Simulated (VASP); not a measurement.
# TlZn2 (P-3m1) in VASP: single point with PBE

Aim: the single point of TlZn2 with PBE.

Program: VASP 6.6.1. These are calculated values, not measurements. Logs are shortened: lines on timing, memory, paths and dates and some standing lists are left out, and cuts for length are marked.

**1. The cell of the first run**

Symmetry: P-3m1, No. 164, trigonal system. The conventional cell has a = 3.410 Å, b = 3.410 Å, c = 6.413 Å, α = 90.00°, β = 90.00°, γ = 120.00°. Zn (site symmetry 3m) has 9 Zn at 2.63 to 3.41 Å and 3 Tl at 3.06 Å within 3.5 Å. Within 4.0 Å of Tl (site symmetry -3m) lie 6 Zn at 3.06 Å and 6 Tl at 3.41 Å.

The cell was built from a structure type or drawn by symmetry, and may not be a known phase.

**2. Single point, PBE**

Contents of INCAR:

```
SYSTEM = TlZn2
ALGO = Fast
EDIFF = 1E-7
ENCUT = 520
GGA = PE
ISIF = 2
ISMEAR = 0
LASPH = .TRUE.
LCHARG = .TRUE.
LELF = .TRUE.
LREAL = .FALSE.
LVHAR = .TRUE.
LWAVE = .FALSE.
NBANDS = 26
NELM = 100
PREC = Accurate
SIGMA = 0.1
```

Contents of KPOINTS:

```
k-points
0
G
  18 18 8
  0 0 0
```

Contents of POSCAR:

```
TlZn2
1.0
    3.4104454304      0.0000000000      0.0000000000
   -1.7052227152      2.9535323809      0.0000000000
    0.0000000000      0.0000000000      6.4133927561
Zn Tl
2 1
Direct
    0.3333333333      0.6666666667      0.8642617888
    0.6666666667      0.3333333333      0.1357382112
    0.0000000000      0.0000000000      0.5000000000
```

Potentials or basis: VASP PAW PBE potentials, release 64 (Zn, Tl_d).

Launch:

```sh
cat potpaw_PBE.64/Zn/POTCAR potpaw_PBE.64/Tl_d/POTCAR > POTCAR
mpirun -np 1 vasp_std > vasp.out
```

OUTCAR:

```text
SYSTEM = TlZn2
   EDIFF = 1E-7
   ENCUT = 520
   GGA = PE
   ISIF = 2
   ISMEAR = 0
   LASPH = .TRUE.
   LREAL = .FALSE.
   NELM = 100
   PREC = Accurate

 ion  position               nearest neighbor table
   1  0.333  0.667  0.864-   2 2.63   2 2.63   2 2.63   3 3.06   3 3.06   3 3.06
   2  0.667  0.333  0.136-   1 2.63   1 2.63   1 2.63   3 3.06   3 3.06   3 3.06
   3  0.000  0.000  0.500-   1 3.06   2 3.06   1 3.06   2 3.06   2 3.06   1 3.06

  LATTYP: Found a hexagonal cell.
 ALAT       =     3.4104454304
 C/A-ratio  =     1.8805146973

  Lattice vectors:

 A1 = (   3.4104454304,   0.0000000000,   0.0000000000)
 A2 = (  -1.7052227152,   2.9535323809,   0.0000000000)
 A3 = (   0.0000000000,   0.0000000000,   6.4133927561)

Analysis of symmetry for initial positions (statically):
=====================================================================
 Subroutine PRICEL returns:
 Original cell was already a primitive cell.

 Routine SETGRP: Setting up the symmetry group for a
 hexagonal supercell.

 Subroutine GETGRP returns: Found 12 space group operations
 (whereof 12 operations were pure point group operations)
 out of a pool of 24 trial point group operations.

The static configuration has the point symmetry D_3d.

Analysis of symmetry for dynamics (positions and initial velocities):
=====================================================================
 Subroutine PRICEL returns:
 Original cell was already a primitive cell.

 Routine SETGRP: Setting up the symmetry group for a
 hexagonal supercell.

 Subroutine GETGRP returns: Found 12 space group operations
 (whereof 12 operations were pure point group operations)
 out of a pool of 24 trial point group operations.

The dynamic configuration has the point symmetry D_3d.

 Subroutine INISYM returns: Found 12 space group operations
 (whereof 12 operations are pure point group operations),
 and found     1 'primitive' translations

----------------------------------------------------------------------------------------

                                     Primitive cell

  volume of cell :      64.6012

  direct lattice vectors                    reciprocal lattice vectors
     3.410445430  0.000000000  0.000000000     0.293216831  0.169288816  0.000000000
    -1.705222715  2.953532381  0.000000000     0.000000000  0.338577632  0.000000000
     0.000000000  0.000000000  6.413392756     0.000000000  0.000000000  0.155923711

  length of vectors
     3.410445430  3.410445430  6.413392756     0.338577632  0.338577632  0.155923711

  position of ions in fractional coordinates (direct lattice)
     0.333333333  0.666666667  0.864261789
     0.666666667  0.333333333  0.135738211
     0.000000000  0.000000000  0.500000000

  ion indices of the primitive-cell ions
   primitive index   ion index
                 1           1
                 2           2
                 3           3

----------------------------------------------------------------------------------------

 KPOINTS: k-points

Automatic generation of k-mesh.
 Grid dimensions read from file:
 generate k-points for:   18   18    8

 Generating k-lattice:

  Cartesian coordinates                     Fractional coordinates (reciprocal lattice)
     0.016289824  0.009404934  0.000000000     0.055555556  0.000000000  0.000000000
     0.000000000  0.018809868  0.000000000     0.000000000  0.055555556  0.000000000
     0.000000000  0.000000000  0.019490464     0.000000000  0.000000000  0.125000000

  Length of vectors
     0.018809868  0.018809868  0.019490464

  Shift w.r.t. Gamma in fractional coordinates (k-lattice)
     0.000000000  0.000000000  0.000000000

 Subroutine IBZKPT returns following result:
 ===========================================

 Found    266 irreducible k-points:

 Following reciprocal coordinates:
            Coordinates               Weight
  0.000000  0.000000  0.000000      1.000000
  0.055556  0.000000  0.000000      6.000000
  0.111111  0.000000  0.000000      6.000000
  0.166667  0.000000  0.000000      6.000000
  0.222222  0.000000  0.000000      6.000000
  0.277778  0.000000  0.000000      6.000000
[... 16 lines left out ...]
  0.333333  0.111111  0.000000     12.000000
  0.388889  0.111111  0.000000     12.000000
 [... further k-points ...]
   k-points           NKPTS =    266   k-points in BZ     NKDIM =    266   number of bands    NBANDS=     26
   number of dos      NEDOS =    301   number of ions     NIONS =      3
   total plane-waves  NPLWV =  37632
   dimension x,y,z NGX =    28 NGY =   28 NGZ =   48
   dimension x,y,z NGXF=    56 NGYF=   56 NGZF=   96
   ions per type =               2   1
   NGX,Y,Z   is equivalent  to a cutoff of  13.65, 13.65, 12.44 a.u.
   NGXF,Y,Z  is equivalent  to a cutoff of  27.30, 27.30, 24.88 a.u.
 SYSTEM =  TlZn2
   PREC   = accura    normal or accurate (medium, high low for compatibility)
   ISTART =      0    job   : 0-new  1-cont  2-samecut
   ICHARG =      2    charge: 1-file 2-atom 10-const
   ISPIN  =      1    spin polarized calculation?
   LNONCOLLINEAR =      F non collinear calculations
   LSORBIT =      F    spin-orbit coupling
   LASPH  =      T    aspherical Exc in radial PAW
   ENCUT  =  520.0 eV  38.22 Ry    6.18 a.u.   6.34  6.34 11.92*2*pi/ulx,y,z
   NELM   =    100;   NELMIN=  2; NELMDL= -5     # of ELM steps
   EDIFF  = 0.1E-06   stopping-criterion for ELM
   LREAL  =      F    real-space projection
   EDIFFG = 0.1E-05   stopping-criterion for IOM
   NSW    =      0    number of steps for IOM
   IBRION =     -1    ionic relax: 0-MD 1-quasi-New 2-CG
   NFREE  =      0    steps in history (QN), initial steepest desc. (CG)
   ISIF   =      2    stress and relaxation
   ISYM   =      2    0-nonsym 1-usesym 2-fastsym
   POTIM  = 0.5000    time-step for ionic-motion
   TEBEG  =    0.0;   TEEND  =   0.0 temperature during run
   PSTRESS=    0.0 pullay stress
   NELECT =      37.0000    total number of electrons
   NUPDOWN=      -1.0000    fix difference up-down
   EMIN   =  10.00;   EMAX   =-10.00  energy-range for DOS
   EFERMI =   0.00;   METHOD = LEGACY
   ISMEAR =     0;   SIGMA  =   0.10  broadening in eV -4-tet -1-fermi 0-gaus
   EFERMI_NEDOS =   21; number of points for ismear=-14 and -15
   IALGO  =     68    algorithm
   IMIX   =      4    mixing-type and parameters
     AMIX     =   0.40;   BMIX     =  1.00
     AMIX_MAG =   1.60;   BMIX_MAG =  1.00
  volume/ion in A,a.u.               =      21.53       145.32
  Fermi-wavevector in a.u.,A,eV,Ry     =   1.359550  2.569177 25.148684  1.848376
  Thomas-Fermi vector in A             =   2.486288
   LORBIT       =      0    0 simple, 1 ext, 2 COOP (PROOUT), +10 PAW based schemes
   GGA     = PE    functional components
   LHFCALC =     F    Hartree Fock is set to
   AEXX    =    0.0000 exact exchange contribution
   IVDW    =     0    specifies the selected vdW correction
   LEPSILON=     F    determine dielectric tensor
   LRPA    =     F    only Hartree local field effects (RPA)
 non-spin polarized calculation
 RMM-DIIS sequential band-by-band and
 Gauss-broadening in eV      SIGMA  =   0.10
  energy-cutoff  :      520.00
  volume of cell :       64.60
 maximum number of plane-waves:      1759
 NGX is ok and might be reduce to    28
   NGX = 13   NGY = 13   NGZ = 23

 number of electron      37.0000022 magnetization

 Free energy of the ion-electron system (eV)
  ---------------------------------------------------
  ext. energy  EPLUGINS =         0.00000000
  ---------------------------------------------------
  free energy    TOTEN  =        -3.89770271 eV

  energy without entropy =       -3.89318098  energy(sigma->0) =       -3.89544185

 E-fermi :   3.9803     XC(G=0): -10.4548

 val. band max:        3.9720587940   @ k =   0.3333   0.1667   0.1250
 cond. band min:       3.9890474992   @ k =   0.4444   0.0556   0.0000
 fundamental gap:      0.0169887052
 Fermi energy:         3.9803418851

 k-point     1 :       0.0000    0.0000    0.0000
  band No.  band energies     occupation
      1      -7.7682      2.00000
      2      -7.6230      2.00000
      3      -7.6230      2.00000
      4      -7.3358      2.00000
      5      -7.3358      2.00000
      6      -5.7369      2.00000
[... 18 lines left out ...]
     25      14.2837      0.00000
     26      15.4726      0.00000

 k-point     2 :       0.0556    0.0000    0.0000
  band No.  band energies     occupation
      1      -7.7560      2.00000
      2      -7.6275      2.00000
      3      -7.6088      2.00000
      4      -7.3484      2.00000
      5      -7.3382      2.00000
      6      -5.6825      2.00000
[... 18 lines left out ...]
     25      14.4375      0.00000
     26      14.9318      0.00000

 k-point     3 :       0.1111    0.0000    0.0000
  band No.  band energies     occupation
      1      -7.7292      2.00000
      2      -7.6335      2.00000
      3      -7.5674      2.00000
      4      -7.3839      2.00000
      5      -7.3448      2.00000
      6      -5.5176      2.00000
[... 18 lines left out ...]
     25      13.4285      0.00000
     26      14.4389      0.00000

 k-point     4 :       0.1667    0.0000    0.0000
  band No.  band energies     occupation
      1      -7.7253      2.00000
      2      -7.6102      2.00000
      3      -7.5035      2.00000
      4      -7.4367      2.00000
      5      -7.3547      2.00000
      6      -5.2395      2.00000
[... 18 lines left out ...]
     25      13.3526      0.00000
     26      13.6119      0.00000
[... 496 lines left out ...]
      1      -7.7790      2.00000
      2      -7.6193      2.00000
      3      -7.4653      2.00000
      4      -7.4203      2.00000
      5      -7.2522      2.00000
      6      -3.7673      2.00000
[... 18 lines left out ...]
     25      12.8305      0.00000
     26      13.4183      0.00000

 k-point    23 :       0.3333    0.1111    0.0000
  band No.  band energies     occupation
      1      -7.8106      2.00000
      2      -7.6573      2.00000
      3      -7.4357      2.00000
      4      -7.4047      2.00000
      5      -7.2067      2.00000
      6      -3.6092      2.00000
[... 18 lines left out ...]
     25      13.2480      0.00000
     26      13.4140      0.00000

 k-point    24 :       0.3889    0.1111    0.0000
  band No.  band energies     occupation
      1      -7.8315      2.00000
      2      -7.6816      2.00000
      3      -7.4439      2.00000
      4      -7.3665      2.00000
      5      -7.1774      2.00000
      6      -3.5716      2.00000
[... 18 lines left out ...]
     25      13.2787      0.00000
     26      13.6868      0.00000

 [... further k-points ...]

------------------------ aborting loop because EDIFF is reached ----------------------------------------

  FORCE on cell =-STRESS in cart. coord.  units (eV):
  Direction    XX          YY          ZZ          XY          YZ          ZX
  --------------------------------------------------------------------------------------
  -------------------------------------------------------------------------------------
  Total        0.0314427      0.0314427      0.0421812      0.0000000     -0.0000000      0.0000000
  in kB        0.7798124      0.7798124      1.0461371      0.0000000     -0.0000000      0.0000000
  external PRESSURE =       0.8685873 kB  Pullay stress =       0.0000000 kB

 VOLUME and BASIS-vectors are now :
 -----------------------------------------------------------------------------
  energy-cutoff  :      520.00
  volume of cell :       64.60
      direct lattice vectors                 reciprocal lattice vectors
     3.410445430  0.000000000  0.000000000     0.293216831  0.169288816  0.000000000
    -1.705222715  2.953532381  0.000000000     0.000000000  0.338577632  0.000000000
     0.000000000  0.000000000  6.413392756     0.000000000  0.000000000  0.155923711

 POSITION                                       TOTAL-FORCE (eV/Angst)
 -----------------------------------------------------------------------------------
     -0.00000      1.96902      5.54285        -0.000000      0.000000     -0.005775
      1.70522      0.98451      0.87054         0.000000     -0.000000      0.005775
      0.00000      0.00000      3.20670         0.000000      0.000000     -0.000000
 -----------------------------------------------------------------------------------
    total drift:                                0.000000     -0.000000      0.000000

  FREE ENERGIE OF THE ION-ELECTRON SYSTEM (eV)
  ---------------------------------------------------
  free  energy   TOTEN  =        -3.8977027112 eV

  energy  without entropy=       -3.8931809804  energy(sigma->0) =       -3.89544185
```

Wall time 11 min (1 thread of Intel Xeon 8259CL, shared host); peak memory 0.51 GiB.

Results:

- Free energy: -3.8977 eV
- Pressure: 0.1 GPa
- Largest force: 0.006 eV/Å
- Band gap on the k mesh: zero (an odd number of electrons rules out a gap without spin polarisation)

Forces in eV/Å, atoms in the order of the input:
```
Zn   0.000  0.000 -0.006
Zn   0.000  0.000  0.006
Tl   0.000  0.000  0.000
```

Levels at points of the mesh, in eV from the Fermi level:
```csv
k point,band 14,band 15,band 16,band 17,band 18,band 19,band 20,band 21,band 22,band 23
"(0.00, 0.00, 0.00)",-6.93,-6.79,-6.79,-5.76,-4.57,6.29,7.19,8.21,8.21,8.43
"(0.50, 0.00, 0.00)",-6.97,-6.76,-5.30,-4.09,-1.03,-1.00,0.12,0.82,3.63,7.47
"(0.00, 0.00, 0.50)",-6.94,-6.94,-6.77,-6.77,-0.70,0.56,7.82,7.82,9.56,9.56
"(0.50, 0.00, 0.50)",-6.97,-6.79,-4.86,-3.22,-3.12,-2.85,3.92,4.03,4.50,4.83
```

Caveat: spin-orbit coupling is left out, which moves the levels of the heavy elements.
